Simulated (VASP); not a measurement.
The system is Pb.

```
CELL_PARAMETERS angstrom
3.48000 0.00000 0.00000
-1.74000 3.01377 0.00000
0.00000 0.00000 5.59000
ATOMIC_POSITIONS crystal
Pb 0.66667 0.33333 0.75000
Pb 0.33333 0.66667 0.25000
```

This isn't the form of Pb at room conditions, which is fcc.

Base run:

- Program: VASP 6.6.1
- Functional: PBEsol
- Potentials or basis: VASP PAW PBE potentials, release 64 (Pb_d)
- Cutoff: 520 eV
- k mesh: 9 × 9 × 5
- Occupations: fermi-dirac, width 0.05 eV
- Spin: non-collinear spin, zero start, spin-orbit coupling
- Starting moments: [[0.0, 0.0, 0.0], [0.0, 0.0, 0.0]] μB

Its results: pressure 1.4 GPa; net moment 0.00 μB per cell.

**Question.** The run is repeated on the same cell with these changes: functional from PBEsol to PBE0; k mesh from 9 × 9 × 5 to 4 × 4 × 2. What comes out?

**Answer.** Pressure -0.2 GPa; net moment 0.00 μB per cell.

Several settings changed at once.

Caveats: some runs use coarse meshes; the PAW data sets were made with another functional, which shifts forces and pressure a little.
